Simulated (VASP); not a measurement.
# HfN (Fm-3m) in VASP: a series of runs

HfN is run at these levels: RPBE; tasks: single point.

Everything below comes from runs of VASP 6.6.1. Logs are shortened: lines on timing, memory, paths and dates and some standing lists are left out, and cuts for length are marked.

## Step 1: The cell of the first run

The structure is cubic, space group Fm-3m (No. 225). The conventional cell has a = 4.617 Å, b = 4.617 Å, c = 4.617 Å, α = 90.00°, β = 90.00°, γ = 90.00°. Hf (site symmetry m-3m) has 6 N at 2.31 Å within 3.1 Å. Within 3.1 Å of N (site symmetry m-3m) lie 6 Hf at 2.31 Å.

## Step 2: Single point, RPBE (12.30 Å³/atom)

File INCAR:

```
PREC = Accurate
ENCUT = 520
EDIFF = 1E-7
ISMEAR = 0
SIGMA = 0.05
LREAL = False
LASPH = True
NELM = 80
ALGO = Normal
ISIF = 2
LWAVE = False
LCHARG = False
GGA = RP
NBANDS = 14
```

File KPOINTS:

```
Automatic mesh
0
Gamma
  10 10 10
```

File POSCAR:

```
HfN
1.0
    0.0000000000      2.3086136857      2.3086136857
    2.3086136857      0.0000000000      2.3086136857
    2.3086136857      2.3086136857      0.0000000000
Hf N
1 1
Direct
    0.5000000000      0.5000000000      0.5000000000
    0.0000000000      0.0000000000      0.0000000000
```

Potentials or basis: VASP PAW PBE potentials, release 64 (Hf_pv, N).

Started as:

```console
cat potpaw_PBE.64/Hf_pv/POTCAR potpaw_PBE.64/N/POTCAR > POTCAR
mpirun -np 1 vasp_std > vasp.out
```

OUTCAR:

```text
PREC = Accurate
   ENCUT = 520
   EDIFF = 1E-7
   ISMEAR = 0
   LREAL = False
   LASPH = True
   NELM = 80
   ISIF = 2
   GGA = RP

 ion  position               nearest neighbor table
   1  0.500  0.500  0.500-   2 2.31   2 2.31   2 2.31   2 2.31   2 2.31   2 2.31
   2  0.000  0.000  0.000-   1 2.31   1 2.31   1 2.31   1 2.31   1 2.31   1 2.31

  LATTYP: Found a face centered cubic cell.
 ALAT       =     4.6172273714

  Lattice vectors:

 A1 = (   0.0000000000,   2.3086136857,   2.3086136857)
 A2 = (   2.3086136857,   0.0000000000,   2.3086136857)
 A3 = (   2.3086136857,   2.3086136857,   0.0000000000)

Analysis of symmetry for initial positions (statically):
=====================================================================
 Subroutine PRICEL returns:
 Original cell was already a primitive cell.

 Routine SETGRP: Setting up the symmetry group for a
 face centered cubic supercell.

 Subroutine GETGRP returns: Found 48 space group operations
 (whereof 48 operations were pure point group operations)
 out of a pool of 48 trial point group operations.

The static configuration has the point symmetry O_h .

Analysis of symmetry for dynamics (positions and initial velocities):
=====================================================================
 Subroutine PRICEL returns:
 Original cell was already a primitive cell.

 Routine SETGRP: Setting up the symmetry group for a
 face centered cubic supercell.

 Subroutine GETGRP returns: Found 48 space group operations
 (whereof 48 operations were pure point group operations)
 out of a pool of 48 trial point group operations.

The dynamic configuration has the point symmetry O_h .

 Subroutine INISYM returns: Found 48 space group operations
 (whereof 48 operations are pure point group operations),
 and found     1 'primitive' translations

----------------------------------------------------------------------------------------

                                     Primitive cell

  volume of cell :      24.6084

  direct lattice vectors                    reciprocal lattice vectors
     0.000000000  2.308613686  2.308613686    -0.216580194  0.216580194  0.216580194
     2.308613686  0.000000000  2.308613686     0.216580194 -0.216580194  0.216580194
     2.308613686  2.308613686  0.000000000     0.216580194  0.216580194 -0.216580194

  length of vectors
     3.264872785  3.264872785  3.264872785     0.375127900  0.375127900  0.375127900

  position of ions in fractional coordinates (direct lattice)
     0.500000000  0.500000000  0.500000000
     0.000000000  0.000000000  0.000000000

  ion indices of the primitive-cell ions
   primitive index   ion index
                 1           1
                 2           2

----------------------------------------------------------------------------------------

 KPOINTS: Automatic mesh

Automatic generation of k-mesh.
 Grid dimensions read from file:
 generate k-points for:   10   10   10

 Generating k-lattice:

  Cartesian coordinates                     Fractional coordinates (reciprocal lattice)
    -0.021658019  0.021658019  0.021658019     0.100000000  0.000000000  0.000000000
     0.021658019 -0.021658019  0.021658019     0.000000000  0.100000000  0.000000000
     0.021658019  0.021658019 -0.021658019     0.000000000  0.000000000  0.100000000

  Length of vectors
     0.037512790  0.037512790  0.037512790

  Shift w.r.t. Gamma in fractional coordinates (k-lattice)
     0.000000000  0.000000000  0.000000000

 Subroutine IBZKPT returns following result:
 ===========================================

 Found     47 irreducible k-points:

 Following reciprocal coordinates:
            Coordinates               Weight
  0.000000  0.000000  0.000000      1.000000
  0.100000  0.000000  0.000000      8.000000
  0.200000  0.000000  0.000000      8.000000
  0.300000  0.000000  0.000000      8.000000
  0.400000  0.000000  0.000000      8.000000
  0.500000  0.000000  0.000000      4.000000
[... 16 lines left out ...]
  0.300000  0.300000  0.000000      6.000000
  0.400000  0.300000  0.000000     24.000000
 [... further k-points ...]
   k-points           NKPTS =     47   k-points in BZ     NKDIM =     47   number of bands    NBANDS=     14
   number of dos      NEDOS =    301   number of ions     NIONS =      2
   total plane-waves  NPLWV =  13824
   dimension x,y,z NGX =    24 NGY =   24 NGZ =   24
   dimension x,y,z NGXF=    48 NGYF=   48 NGZF=   48
   ions per type =               1   1
   NGX,Y,Z   is equivalent  to a cutoff of  12.22, 12.22, 12.22 a.u.
   NGXF,Y,Z  is equivalent  to a cutoff of  24.44, 24.44, 24.44 a.u.
 SYSTEM =  unknown system
   PREC   = accura    normal or accurate (medium, high low for compatibility)
   ISTART =      0    job   : 0-new  1-cont  2-samecut
   ICHARG =      2    charge: 1-file 2-atom 10-const
   ISPIN  =      1    spin polarized calculation?
   LNONCOLLINEAR =      F non collinear calculations
   LSORBIT =      F    spin-orbit coupling
   LASPH  =      T    aspherical Exc in radial PAW
   ENCUT  =  520.0 eV  38.22 Ry    6.18 a.u.   6.07  6.07  6.07*2*pi/ulx,y,z
   NELM   =     80;   NELMIN=  2; NELMDL= -5     # of ELM steps
   EDIFF  = 0.1E-06   stopping-criterion for ELM
   LREAL  =      F    real-space projection
   EDIFFG = 0.1E-05   stopping-criterion for IOM
   NSW    =      0    number of steps for IOM
   IBRION =     -1    ionic relax: 0-MD 1-quasi-New 2-CG
   NFREE  =      0    steps in history (QN), initial steepest desc. (CG)
   ISIF   =      2    stress and relaxation
   ISYM   =      2    0-nonsym 1-usesym 2-fastsym
   POTIM  = 0.5000    time-step for ionic-motion
   TEBEG  =    0.0;   TEEND  =   0.0 temperature during run
   PSTRESS=    0.0 pullay stress
   NELECT =      15.0000    total number of electrons
   NUPDOWN=      -1.0000    fix difference up-down
   EMIN   =  10.00;   EMAX   =-10.00  energy-range for DOS
   EFERMI =   0.00;   METHOD = LEGACY
   ISMEAR =     0;   SIGMA  =   0.05  broadening in eV -4-tet -1-fermi 0-gaus
   EFERMI_NEDOS =   21; number of points for ismear=-14 and -15
   IALGO  =     38    algorithm
   IMIX   =      4    mixing-type and parameters
     AMIX     =   0.40;   BMIX     =  1.00
     AMIX_MAG =   1.60;   BMIX_MAG =  1.00
  volume/ion in A,a.u.               =      12.30        83.03
  Fermi-wavevector in a.u.,A,eV,Ry     =   1.388068  2.623068 26.214780  1.926732
  Thomas-Fermi vector in A             =   2.512229
   LORBIT       =      0    0 simple, 1 ext, 2 COOP (PROOUT), +10 PAW based schemes
   GGA     = RP    functional components
   LHFCALC =     F    Hartree Fock is set to
   AEXX    =    0.0000 exact exchange contribution
   IVDW    =     0    specifies the selected vdW correction
   LEPSILON=     F    determine dielectric tensor
   LRPA    =     F    only Hartree local field effects (RPA)
 non-spin polarized calculation
 Gauss-broadening in eV      SIGMA  =   0.05
  energy-cutoff  :      520.00
  volume of cell :       24.61
 maximum number of plane-waves:       678
   NGX = 13   NGY = 13   NGZ = 13

 number of electron      15.0000000 magnetization

 Free energy of the ion-electron system (eV)
  ---------------------------------------------------
  ext. energy  EPLUGINS =         0.00000000
  ---------------------------------------------------
  free energy    TOTEN  =       -20.74221556 eV

  energy without entropy =      -20.74100223  energy(sigma->0) =      -20.74160890

 E-fermi :   7.9787     XC(G=0): -12.3138

 val. band max:        7.9428993621   @ k =   0.1000   0.0000   0.0000
 cond. band min:       7.9955950745   @ k =  -0.1000   0.1000   0.0000
 fundamental gap:      0.0526957124
 Fermi energy:         7.9786605443

 k-point     1 :       0.0000    0.0000    0.0000
  band No.  band energies     occupation
      1     -23.5172      2.00000
      2     -23.5172      2.00000
      3     -23.5172      2.00000
      4      -9.2668      2.00000
      5       4.9695      2.00000
      6       4.9695      2.00000
      7       4.9695      2.00000
      8       7.6438      2.00000
      9       7.6438      2.00000
     10       7.6438      2.00000
     11       9.1130      0.00000
     12       9.7684      0.00000
     13       9.7684      0.00000
     14      17.3085      0.00000

 k-point     2 :       0.1000    0.0000    0.0000
  band No.  band energies     occupation
      1     -23.5935      2.00000
      2     -23.5240      2.00000
      3     -23.5240      2.00000
      4      -9.0714      2.00000
      5       4.0734      2.00000
      6       4.4803      2.00000
      7       4.4803      2.00000
      8       7.8277      1.99998
      9       7.9429      1.68821
     10       7.9429      1.68821
     11       9.8426      0.00000
     12      10.4361      0.00000
     13      10.4361      0.00000
     14      18.0120      0.00000

 k-point     3 :       0.2000    0.0000    0.0000
  band No.  band energies     occupation
      1     -23.7872      2.00000
      2     -23.5416      2.00000
      3     -23.5416      2.00000
      4      -8.5432      2.00000
      5       2.4736      2.00000
      6       3.5718      2.00000
      7       3.5718      2.00000
      8       8.1523      0.00000
      9       8.6929      0.00000
     10       8.6929      0.00000
     11      11.3010      0.00000
     12      11.9574      0.00000
     13      11.9574      0.00000
     14      19.6488      0.00000
[... 324 lines left out ...]
 k-point    23 :       0.3000    0.3000    0.0000
  band No.  band energies     occupation
      1     -23.9538      2.00000
      2     -23.6759      2.00000
      3     -23.6759      2.00000
      4      -8.1180      2.00000
      5       1.3398      2.00000
      6       4.1393      2.00000
      7       4.1393      2.00000
      8       5.2666      2.00000
      9      10.9413      0.00000
     10      11.1087      0.00000
     11      11.6985      0.00000
     12      11.6985      0.00000
     13      16.2312      0.00000
     14      19.9062      0.00000

 k-point    24 :       0.4000    0.3000    0.0000
  band No.  band energies     occupation
      1     -24.0396      2.00000
      2     -23.7233      2.00000
      3     -23.7011      2.00000
      4      -7.9984      2.00000
      5       1.4966      2.00000
      6       3.4663      2.00000
      7       3.8972      2.00000
      8       5.6306      2.00000
      9      11.6945      0.00000
     10      11.9881      0.00000
     11      12.2542      0.00000
     12      12.2860      0.00000
     13      16.3805      0.00000
     14      18.4534      0.00000

 [... further k-points ...]

------------------------ aborting loop because EDIFF is reached ----------------------------------------

  FORCE on cell =-STRESS in cart. coord.  units (eV):
  Direction    XX          YY          ZZ          XY          YZ          ZX
  --------------------------------------------------------------------------------------
  -------------------------------------------------------------------------------------
  Total       -1.3512925     -1.3512925     -1.3512925      0.0000000      0.0000000      0.0000000
  in kB      -87.9784220    -87.9784220    -87.9784220      0.0000000      0.0000000      0.0000000
  external PRESSURE =     -87.9784220 kB  Pullay stress =       0.0000000 kB

 VOLUME and BASIS-vectors are now :
 -----------------------------------------------------------------------------
  energy-cutoff  :      520.00
  volume of cell :       24.61
      direct lattice vectors                 reciprocal lattice vectors
     0.000000000  2.308613686  2.308613686    -0.216580194  0.216580194  0.216580194
     2.308613686  0.000000000  2.308613686     0.216580194 -0.216580194  0.216580194
     2.308613686  2.308613686  0.000000000     0.216580194  0.216580194 -0.216580194

 POSITION                                       TOTAL-FORCE (eV/Angst)
 -----------------------------------------------------------------------------------
      2.30861      2.30861      2.30861        -0.000000     -0.000000     -0.000000
      0.00000      0.00000      0.00000         0.000000      0.000000      0.000000
 -----------------------------------------------------------------------------------
    total drift:                                0.000000     -0.000000     -0.000000

  FREE ENERGIE OF THE ION-ELECTRON SYSTEM (eV)
  ---------------------------------------------------
  free  energy   TOTEN  =       -20.7422155575 eV

  energy  without entropy=      -20.7410022329  energy(sigma->0) =      -20.74160890
```

Run time: 7.2 s. Hardware: 1 thread of Intel Xeon Platinum 8488C (Sapphire Rapids), shared host; peak memory 0.15 GiB.

Results:

| Quantity | Value |
| --- | --- |
| Free energy | -20.7422 eV |
| Pressure | -8.8 GPa |
| Band gap on the k mesh | zero (an odd number of electrons rules out a gap without spin polarisation) |

Levels at points of the mesh, in eV from the Fermi level:
| k point | band 5 | band 6 | band 7 | band 8 | band 9 | band 10 | band 11 | band 12 |
| --- | --- | --- | --- | --- | --- | --- | --- | --- |
| (0.00, 0.00, 0.00) | -3.01 | -3.01 | -3.01 | -0.33 | -0.33 | -0.33 | 1.13 | 1.79 |
| (0.50, 0.00, 0.00) | -8.56 | -5.91 | -5.91 | 2.96 | 3.36 | 3.36 | 4.02 | 8.05 |
| (0.50, 0.50, 0.00) | -5.47 | -3.71 | -3.71 | -3.56 | 3.73 | 4.81 | 5.01 | 5.01 |

Caveat: the cell stands under tension; the PAW data sets were made with another functional, which shifts forces and pressure a little; spin-orbit coupling is left out, which moves the levels of the heavy elements.

## Step 3: Single point, RPBE (11.97 Å³/atom)

This run uses another cell than the first one, of 11.97 Å³/atom.

File INCAR:

```
SYSTEM = HfN
PREC     = Accurate       ! precision mode
ENCUT    = 520            ! plane-wave cutoff, eV
EDIFF    = 1E-7           ! SCF threshold, eV
ISMEAR   = 0              ! smearing method
SIGMA    = 0.05           ! smearing width, eV
LREAL    = .FALSE.        ! projectors in reciprocal space
LASPH    = .TRUE.         ! aspherical terms in the spheres
NELM     = 100            ! most SCF steps
ALGO     = Normal         ! electronic algorithm
ISIF     = 2              ! what is computed and relaxed
LWAVE    = .FALSE.        ! write WAVECAR
LCHARG   = .FALSE.        ! write CHGCAR
GGA      = RP             ! functional
NBANDS   = 14             ! bands
```

File KPOINTS:

```
Automatic mesh
0
G
  10 10 10
  0 0 0
```

File POSCAR:

```
HfN
1.0
    0.0000000000      2.2872193120      2.2872193120
    2.2872193120      0.0000000000      2.2872193120
    2.2872193120      2.2872193120      0.0000000000
Hf N
1 1
Direct
    0.5000000000      0.5000000000      0.5000000000
    0.0000000000      0.0000000000      0.0000000000
```

Potentials or basis: VASP PAW PBE potentials, release 64 (Hf_pv, N).

Started as:

```console
cat potpaw_PBE.64/Hf_pv/POTCAR potpaw_PBE.64/N/POTCAR > POTCAR
mpirun -np 1 vasp_std > vasp.out
```

Wall time 6.9 s (1 thread of Intel Xeon Platinum 8488C (Sapphire Rapids), shared host); peak memory 0.14 GiB.

Results (log left out):

* Free energy: -20.7656 eV
* Pressure: -2.3 GPa
* Band gap on the k mesh: zero (an odd number of electrons rules out a gap without spin polarisation)

Levels at points of the mesh, in eV from the Fermi level:
```
           k point  band 4  band 5  band 6  band 7  band 8  band 9  band 10  band 11  band 12  band 13
(0.00, 0.00, 0.00)  -17.41   -3.05   -3.05   -3.05   -0.35   -0.35    -0.35     1.38     1.85     1.85
(0.50, 0.00, 0.00)  -14.93   -8.72   -6.05   -6.05    3.08    3.50     3.50     4.16     8.37     8.37
(0.50, 0.50, 0.00)  -16.35   -5.48   -3.74   -3.74   -3.68    3.87     5.12     5.21     5.21     7.53
```

Caveat: the PAW data sets were made with another functional, which shifts forces and pressure a little; spin-orbit coupling is left out, which moves the levels of the heavy elements.
